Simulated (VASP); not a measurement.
# AlCoC4N4 (P-43m) in VASP: notebook

AlCoC4N4 is run at these levels: PBE; tasks: single point.

All numbers are computed with VASP 6.6.1; they aren't measurements. Logs are shortened: lines on timing, memory, paths and dates and some standing lists are left out, and cuts for length are marked.

**1. The cell of the first run**

The structure is cubic, space group P-43m (No. 215). The conventional cell has a = 5.834 Å, b = 5.834 Å, c = 5.834 Å, α = 90.00°, β = 90.00°, γ = 90.00°. Al (site symmetry -43m) has 4 C at 1.88 Å within 2.5 Å. Within 2.7 Å of Co (site symmetry -43m) lie 4 N at 2.01 Å. Within 1.6 Å of C (site symmetry 3m) lie 1 N at 1.17 Å. Within 1.6 Å of N (site symmetry 3m) lie 1 C at 1.17 Å.

**2. Single point, PBE, collinear spin, ferromagnetic start**

Contents of INCAR:

```
SYSTEM = AlCoC4N4
PREC     = Accurate       ! precision mode
ENCUT    = 700            ! plane-wave cutoff, eV
EDIFF    = 1E-6           ! SCF threshold, eV
ISMEAR   = 0              ! smearing method
SIGMA    = 0.1            ! smearing width, eV
LREAL    = .FALSE.        ! projectors in reciprocal space
LASPH    = .TRUE.         ! aspherical terms in the spheres
NELM     = 200            ! most SCF steps
ALGO     = Normal         ! electronic algorithm
ISIF     = 2              ! what is computed and relaxed
LWAVE    = .FALSE.        ! write WAVECAR
LCHARG   = .FALSE.        ! write CHGCAR
ISPIN    = 2              ! spin polarisation
MAGMOM   = 0 3 0 0 0 0 0 0 0 0 ! initial moments
LORBIT   = 11             ! projections on sites
LMAXMIX  = 4              ! l up to which the mixer works
GGA      = PE             ! functional
NBANDS   = 43             ! bands
GGA_COMPAT= .FALSE.
```

Contents of KPOINTS:

```
Automatic mesh
0
G
  4 4 4
  0 0 0
```

Contents of POSCAR:

```
AlCoC4N4
1.0
    5.8341244700      0.0000000000      0.0000000000
    0.0000000000      5.8341244700      0.0000000000
    0.0000000000      0.0000000000      5.8341244700
Al Co C N
1 1 4 4
Direct
    0.0000000000      0.0000000000      0.0000000000
    0.5000000000      0.5000000000      0.5000000000
    0.1855517100      0.1855517100      0.1855517100
    0.1855517100      0.8144482900      0.8144482900
    0.8144482900      0.1855517100      0.8144482900
    0.8144482900      0.8144482900      0.1855517100
    0.3013359700      0.3013359700      0.3013359700
    0.3013359700      0.6986640300      0.6986640300
    0.6986640300      0.3013359700      0.6986640300
    0.6986640300      0.6986640300      0.3013359700
```

Potentials or basis: VASP PAW PBE potentials, release 64 (Al, Co_sv, C, N).

Started as:

```console
cat potpaw_PBE.64/Al/POTCAR potpaw_PBE.64/Co_sv/POTCAR potpaw_PBE.64/C/POTCAR potpaw_PBE.64/N/POTCAR > POTCAR
mpirun -np 1 vasp_std > vasp.out
```

OUTCAR:

```text
SYSTEM = AlCoC4N4
   PREC = Accurate
   ENCUT = 700
   EDIFF = 1E-6
   ISMEAR = 0
   LREAL = .FALSE.
   LASPH = .TRUE.
   NELM = 200
   ISIF = 2
   ISPIN = 2
   LORBIT = 11
   GGA = PE

 ion  position               nearest neighbor table
   1  0.000  0.000  0.000-   3 1.88   4 1.88   5 1.88   6 1.88
   2  0.500  0.500  0.500-   7 2.01   8 2.01   9 2.01  10 2.01
   3  0.186  0.186  0.186-   7 1.17   1 1.88
   4  0.186  0.814  0.814-   8 1.17   1 1.88
   5  0.814  0.186  0.814-   9 1.17   1 1.88
   6  0.814  0.814  0.186-  10 1.17   1 1.88
   7  0.301  0.301  0.301-   3 1.17   2 2.01
   8  0.301  0.699  0.699-   4 1.17   2 2.01
   9  0.699  0.301  0.699-   5 1.17   2 2.01
  10  0.699  0.699  0.301-   6 1.17   2 2.01

  LATTYP: Found a simple cubic cell.
 ALAT       =     5.8341244700

  Lattice vectors:

 A1 = (   5.8341244700,   0.0000000000,   0.0000000000)
 A2 = (   0.0000000000,   5.8341244700,   0.0000000000)
 A3 = (   0.0000000000,   0.0000000000,   5.8341244700)

Analysis of symmetry for initial positions (statically):
=====================================================================
 Subroutine PRICEL returns:
 Original cell was already a primitive cell.

 Routine SETGRP: Setting up the symmetry group for a
 simple cubic supercell.

 Subroutine GETGRP returns: Found 24 space group operations
 (whereof 24 operations were pure point group operations)
 out of a pool of 48 trial point group operations.

The static configuration has the point symmetry T_d .

Analysis of symmetry for dynamics (positions and initial velocities):
=====================================================================
 Subroutine PRICEL returns:
 Original cell was already a primitive cell.

 Routine SETGRP: Setting up the symmetry group for a
 simple cubic supercell.

 Subroutine GETGRP returns: Found 24 space group operations
 (whereof 24 operations were pure point group operations)
 out of a pool of 48 trial point group operations.

The dynamic configuration has the point symmetry T_d .

Analysis of structural, dynamic, and magnetic symmetry:
=====================================================================
 Subroutine PRICEL returns:
 Original cell was already a primitive cell.

 Routine SETGRP: Setting up the symmetry group for a
 simple cubic supercell.

 Subroutine GETGRP returns: Found 24 space group operations
 (whereof 24 operations were pure point group operations)
 out of a pool of 48 trial point group operations.

The overall configuration has the point symmetry T_d .

 Subroutine INISYM returns: Found 24 space group operations
 (whereof 24 operations are pure point group operations),
 and found     1 'primitive' translations

----------------------------------------------------------------------------------------

                                     Primitive cell

  volume of cell :     198.5761

  direct lattice vectors                    reciprocal lattice vectors
     5.834124470  0.000000000  0.000000000     0.171405325  0.000000000  0.000000000
     0.000000000  5.834124470  0.000000000     0.000000000  0.171405325  0.000000000
     0.000000000  0.000000000  5.834124470     0.000000000  0.000000000  0.171405325

  length of vectors
     5.834124470  5.834124470  5.834124470     0.171405325  0.171405325  0.171405325

  position of ions in fractional coordinates (direct lattice)
     0.000000000  0.000000000  0.000000000
     0.500000000  0.500000000  0.500000000
     0.185551710  0.185551710  0.185551710
     0.185551710  0.814448290  0.814448290
     0.814448290  0.185551710  0.814448290
     0.814448290  0.814448290  0.185551710
     0.301335970  0.301335970  0.301335970
     0.301335970  0.698664030  0.698664030
     0.698664030  0.301335970  0.698664030
     0.698664030  0.698664030  0.301335970

  ion indices of the primitive-cell ions
   primitive index   ion index
                 1           1
                 2           2
                 3           3
                 4           4
                 5           5
                 6           6
                 7           7
                 8           8
                 9           9
                10          10

[... 47 lines left out ...]
   PREC   = accura    normal or accurate (medium, high low for compatibility)
   ISTART =      0    job   : 0-new  1-cont  2-samecut
   ICHARG =      2    charge: 1-file 2-atom 10-const
   ISPIN  =      2    spin polarized calculation?
   LNONCOLLINEAR =      F non collinear calculations
   LSORBIT =      F    spin-orbit coupling
   LASPH  =      T    aspherical Exc in radial PAW
   ENCUT  =  700.0 eV  51.45 Ry    7.17 a.u.  12.59 12.59 12.59*2*pi/ulx,y,z
   NELM   =    200;   NELMIN=  2; NELMDL= -5     # of ELM steps
   EDIFF  = 0.1E-05   stopping-criterion for ELM
   LREAL  =      F    real-space projection
   EDIFFG = 0.1E-04   stopping-criterion for IOM
   NSW    =      0    number of steps for IOM
   IBRION =     -1    ionic relax: 0-MD 1-quasi-New 2-CG
   NFREE  =      0    steps in history (QN), initial steepest desc. (CG)
   ISIF   =      2    stress and relaxation
   ISYM   =      2    0-nonsym 1-usesym 2-fastsym
   POTIM  = 0.5000    time-step for ionic-motion
   TEBEG  =    0.0;   TEEND  =   0.0 temperature during run
   PSTRESS=    0.0 pullay stress
   NELECT =      56.0000    total number of electrons
   NUPDOWN=      -1.0000    fix difference up-down
   EMIN   =  10.00;   EMAX   =-10.00  energy-range for DOS
   EFERMI =   0.00;   METHOD = LEGACY
   ISMEAR =     0;   SIGMA  =   0.10  broadening in eV -4-tet -1-fermi 0-gaus
   EFERMI_NEDOS =   21; number of points for ismear=-14 and -15
   IALGO  =     38    algorithm
   IMIX   =      4    mixing-type and parameters
     AMIX     =   0.40;   BMIX     =  1.00
     AMIX_MAG =   1.60;   BMIX_MAG =  1.00
  volume/ion in A,a.u.               =      19.86       134.01
  Fermi-wavevector in a.u.,A,eV,Ry     =   1.073565  2.028744 15.681293  1.152543
  Thomas-Fermi vector in A             =   2.209368
   LORBIT       =     11    0 simple, 1 ext, 2 COOP (PROOUT), +10 PAW based schemes
   GGA     = PE    functional components
   LHFCALC =     F    Hartree Fock is set to
   AEXX    =    0.0000 exact exchange contribution
   IVDW    =     0    specifies the selected vdW correction
   LEPSILON=     F    determine dielectric tensor
   LRPA    =     F    only Hartree local field effects (RPA)
 spin polarized calculation
 Gauss-broadening in eV      SIGMA  =   0.10
  energy-cutoff  :      700.00
  volume of cell :      198.58
 maximum number of plane-waves:      8410
   NGX = 25   NGY = 25   NGZ = 25

 number of electron      55.9999957 magnetization       1.9992425

 Free energy of the ion-electron system (eV)
  ---------------------------------------------------
  ext. energy  EPLUGINS =         0.00000000
  ---------------------------------------------------
  free energy    TOTEN  =       -78.00082956 eV

  energy without entropy =      -77.95606047  energy(sigma->0) =      -77.97844501

 E-fermi :   1.0110     XC(G=0):  -7.1717

 val. band max:        1.0018335214   @ k =   0.5000   0.5000   0.5000
 cond. band min:       1.0172885727   @ k =   0.5000   0.0000   0.0000
 fundamental gap:      0.0154550513
 Fermi energy:         1.0109559271

 spin component 1

 k-point     1 :       0.0000    0.0000    0.0000
  band No.  band energies     occupation
      1     -95.5062      1.00000
      2     -58.7820      1.00000
      3     -58.7820      1.00000
      4     -58.7820      1.00000
      5     -18.2823      1.00000
      6     -18.1494      1.00000
[... 419 lines left out ...]
     39       6.7934      0.00000
     40       6.7934      0.00000
 Fermi energy:         1.0109559271

 spin component 2

 k-point     1 :       0.0000    0.0000    0.0000
  band No.  band energies     occupation
      1     -93.1439      1.00000
      2     -56.4746      1.00000
      3     -56.4745      1.00000
      4     -56.4745      1.00000
      5     -18.2625      1.00000
      6     -18.1290      1.00000
[... 419 lines left out ...]
     39       6.8691      0.00000
     40       6.8691      0.00000
 [bands above 40 left out]

------------------------ aborting loop because EDIFF is reached ----------------------------------------

  FORCE on cell =-STRESS in cart. coord.  units (eV):
  Direction    XX          YY          ZZ          XY          YZ          ZX
  --------------------------------------------------------------------------------------
  -------------------------------------------------------------------------------------
  Total        1.6278835      1.6278835      1.6278835     -0.0000000      0.0000000     -0.0000000
  in kB       13.1342971     13.1342971     13.1342971     -0.0000000      0.0000000     -0.0000000
  external PRESSURE =      13.1342971 kB  Pullay stress =       0.0000000 kB

 VOLUME and BASIS-vectors are now :
 -----------------------------------------------------------------------------
  energy-cutoff  :      700.00
  volume of cell :      198.58
      direct lattice vectors                 reciprocal lattice vectors
     5.834124470  0.000000000  0.000000000     0.171405325  0.000000000  0.000000000
     0.000000000  5.834124470  0.000000000     0.000000000  0.171405325  0.000000000
     0.000000000  0.000000000  5.834124470     0.000000000  0.000000000  0.171405325

 POSITION                                       TOTAL-FORCE (eV/Angst)
 -----------------------------------------------------------------------------------
      0.00000      0.00000      0.00000         0.000000     -0.000000      0.000000
      2.91706      2.91706      2.91706         0.000000     -0.000000      0.000000
      1.08253      1.08253      1.08253         0.910464      0.910464      0.910464
      1.08253      4.75159      4.75159         0.910464     -0.910464     -0.910464
      4.75159      1.08253      4.75159        -0.910464      0.910464     -0.910464
      4.75159      4.75159      1.08253        -0.910464     -0.910464      0.910464
      1.75803      1.75803      1.75803         0.573921      0.573921      0.573921
      1.75803      4.07609      4.07609         0.573921     -0.573921     -0.573921
      4.07609      1.75803      4.07609        -0.573921      0.573921     -0.573921
      4.07609      4.07609      1.75803        -0.573921     -0.573921      0.573921
 -----------------------------------------------------------------------------------
    total drift:                               -0.000000     -0.000000     -0.000000

  FREE ENERGIE OF THE ION-ELECTRON SYSTEM (eV)
  ---------------------------------------------------
  free  energy   TOTEN  =       -78.0008295568 eV

  energy  without entropy=      -77.9560604652  energy(sigma->0) =      -77.97844501

 total charge

# of ion       s       p       d       tot
------------------------------------------
    1        0.386   0.515   0.000   0.900
    2        2.146   6.081   6.702  14.929
    3        0.958   1.708   0.000   2.666
    4        0.958   1.708   0.000   2.666
    5        0.958   1.708   0.000   2.666
    6        0.958   1.708   0.000   2.666
    7        1.300   2.529   0.000   3.829
    8        1.300   2.529   0.000   3.829
    9        1.300   2.529   0.000   3.829
   10        1.300   2.529   0.000   3.829
--------------------------------------------------
tot         11.564  23.544   6.702  41.810

 magnetization (x)

# of ion       s       p       d       tot
------------------------------------------
    1        0.001  -0.001   0.000  -0.001
    2        0.006   0.016   1.935   1.957
    3        0.001  -0.005   0.000  -0.005
    4        0.001  -0.005   0.000  -0.005
    5        0.001  -0.005   0.000  -0.005
    6        0.001  -0.005   0.000  -0.005
    7        0.005   0.006   0.000   0.011
    8        0.005   0.006   0.000   0.011
    9        0.005   0.006   0.000   0.011
   10        0.005   0.006   0.000   0.011
--------------------------------------------------
tot          0.030   0.015   1.935   1.979
```

Wall time 3.3 min (1 thread of Intel Xeon 6975P-C (Granite Rapids), shared host); peak memory 0.56 GiB.

Results:

```yaml
Free_energy: -78.0008 eV
Pressure: 1.3 GPa
Largest_force: 1.577 eV/Å
Band_gap_on_the_k_mesh: zero (filled and empty bands overlap)
Net_moment: 2.00 μB per cell
Site_moments: Al -0.00; Co +1.96; C -0.01; N +0.01 μB
Valence_electrons_inside_the_program's_atomic_spheres: Al 0.90; Co 14.93; C 2.67; N 3.83
```

Forces on the atoms (eV/Å):
```
Al   0.000  0.000  0.000
Co   0.000  0.000  0.000
C    0.910  0.910  0.910
C    0.910 -0.910 -0.910
C   -0.910  0.910 -0.910
C   -0.910 -0.910  0.910
N    0.574  0.574  0.574
N    0.574 -0.574 -0.574
N   -0.574  0.574 -0.574
N   -0.574 -0.574  0.574
```

Caveat: a cell with one magnetic atom can't hold antiferromagnetic order, which such compounds often take; forces of over 1 eV/Å act on the atoms, so gaps and moduli don't describe the material at rest. With open d or f shells a metallic result of PBE can be an artefact of self-interaction; +U or a hybrid may open a gap.

**3. Single point, PBE, collinear spin, ferromagnetic start**

This run uses another cell than the first one, of 19.54 Å³/atom.

Contents of INCAR:

```
PREC = Accurate
ENCUT = 700
EDIFF = 1E-6
ISMEAR = 0
SIGMA = 0.1
LREAL = False
LASPH = True
NELM = 200
ALGO = Normal
ISIF = 2
LWAVE = False
LCHARG = True
ISPIN = 2
MAGMOM = 0 3 0 0 0 0 0 0 0 0
LORBIT = 11
LMAXMIX = 4
GGA = PE
LELF = True
LVHAR = True
NBANDS = 43
GGA_COMPAT = False
```

Contents of KPOINTS:

```
regular mesh
0
Gamma
  4 4 4
```

Contents of POSCAR:

```
AlCoC4N4
1.0
    5.8026633622      0.0000000000      0.0000000000
    0.0000000000      5.8026633622      0.0000000000
    0.0000000000      0.0000000000      5.8026633622
Al Co C N
1 1 4 4
Direct
    0.0000000000      0.0000000000      0.0000000000
    0.5000000000      0.5000000000      0.5000000000
    0.1953206847      0.1953206847      0.1953206847
    0.1953206847      0.8046793153      0.8046793153
    0.8046793153      0.1953206847      0.8046793153
    0.8046793153      0.8046793153      0.1953206847
    0.3116397837      0.3116397837      0.3116397837
    0.3116397837      0.6883602163      0.6883602163
    0.6883602163      0.3116397837      0.6883602163
    0.6883602163      0.6883602163      0.3116397837
```

Potentials or basis: VASP PAW PBE potentials, release 64 (Al, Co_sv, C, N).

Started as:

```console
cat potpaw_PBE.64/Al/POTCAR potpaw_PBE.64/Co_sv/POTCAR potpaw_PBE.64/C/POTCAR potpaw_PBE.64/N/POTCAR > POTCAR
mpirun -np 1 vasp_std > vasp.out
```

It took 4.1 min on 1 thread of Intel Xeon 6975P-C (Granite Rapids), shared host; peak memory 0.55 GiB.

Results (log left out):

| Item | Value |
| --- | --- |
| Free energy | -78.4976 eV |
| Pressure | 0.4 GPa |
| Largest force | 0.382 eV/Å |
| Band gap on the k mesh | zero (filled and empty bands overlap) |
| Net moment | 2.00 μB per cell |
| Site moments | Al -0.00; Co +1.85; C +0.01; N +0.01 μB |
| Valence electrons inside the program's atomic spheres | Al 0.79; Co 14.99; C 2.64; N 3.85 |

Forces on the atoms (eV/Å):
```
Al   0.000  0.000  0.000
Co   0.000  0.000  0.000
C   -0.221 -0.221 -0.221
C   -0.221  0.221  0.221
C    0.221 -0.221  0.221
C    0.221  0.221 -0.221
N    0.195  0.195  0.195
N    0.195 -0.195 -0.195
N   -0.195  0.195 -0.195
N   -0.195 -0.195  0.195
```

Levels at points of the mesh, in eV from the Fermi level:
Spin up:
```
           k point  band 25  band 26  band 27  band 28  band 29  band 30  band 31  band 32  band 33  band 34
(0.00, 0.00, 0.00)    -2.23    -2.23    -1.93    -1.93    -1.93     1.61     1.61     1.61     2.33     2.33
(0.50, 0.00, 0.00)    -2.21    -2.07    -1.82    -1.71    -1.71     1.61     1.61     1.86     2.15     2.27
(0.50, 0.50, 0.00)    -2.19    -2.05    -1.86    -1.68    -1.68     1.81     1.81     1.90     2.05     2.44
(0.50, 0.50, 0.50)    -2.16    -2.16    -1.86    -1.86    -1.86     1.94     1.94     1.94     2.44     2.44
```
Spin down:
| k point | band 25 | band 26 | band 27 | band 28 | band 29 | band 30 |
| --- | --- | --- | --- | --- | --- | --- |
| (0.00, 0.00, 0.00) | -1.28 | -1.28 | -0.28 | -0.28 | -0.28 | 2.14 |
| (0.50, 0.00, 0.00) | -1.28 | -1.08 | 0.02 | 0.14 | 0.14 | 1.77 |
| (0.50, 0.50, 0.00) | -1.25 | -1.07 | -0.04 | 0.26 | 0.26 | 1.82 |
| (0.50, 0.50, 0.50) | -1.22 | -1.22 | -0.04 | -0.04 | -0.04 | 2.25 |

Caveat: a cell with one magnetic atom can't hold antiferromagnetic order, which such compounds often take. With open d or f shells a metallic result of PBE can be an artefact of self-interaction; +U or a hybrid may open a gap.

The gap in the log of VASP goes by the Fermi energy; the results here count the filled bands.